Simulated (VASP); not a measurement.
Input of a VASP 6.6.1 run:

File INCAR:

```
ALGO = Normal
EDIFF = 1E-6
ENCUT = 520
GGA = PE
ISIF = 2
ISMEAR = 0
LASPH = T
LCHARG = F
LREAL = F
LWAVE = F
NBANDS = 25
NELM = 80
PREC = Accurate
SIGMA = 0.05
```

Contents of KPOINTS:

```
k-points
0
Gamma
  6 6 6
```

File POSCAR:

```
SiO2
1.0
   -2.5133692696      2.5133692696      3.6893906705
    2.5133692696     -2.5133692696      3.6893906705
    2.5133692696      2.5133692696     -3.6893906705
Si O
2 4
Direct
    0.0000000000      0.0000000000      0.0000000000
    0.7500000000      0.2500000000      0.5000000000
    0.9968516823      0.6250000000      0.8718516823
    0.3750000000      0.2468516823      0.3718516823
    0.7531483177      0.1250000000      0.1281483177
    0.8750000000      0.0031483177      0.6281483177
```

Potentials or basis: VASP PAW PBE potentials, release 64 (Si, O).

Run with:

```bash
$ cat potpaw_PBE.64/Si/POTCAR potpaw_PBE.64/O/POTCAR > POTCAR
$ mpirun -np 1 vasp_std > vasp.out
```

(1) Estimate the band gap on the k mesh.

(2) Predict the largest force.

(3) Predict the pressure.

Answers

(1) 5.39 eV.

(2) 1.011 eV/Å.

(3) -10.1 GPa.

Caveat: the cell differs from its parent crystal (atoms displaced along a vibrational mode); the cell stands under tension; forces of over 1 eV/Å act on the atoms, so gaps and moduli don't describe the material at rest.
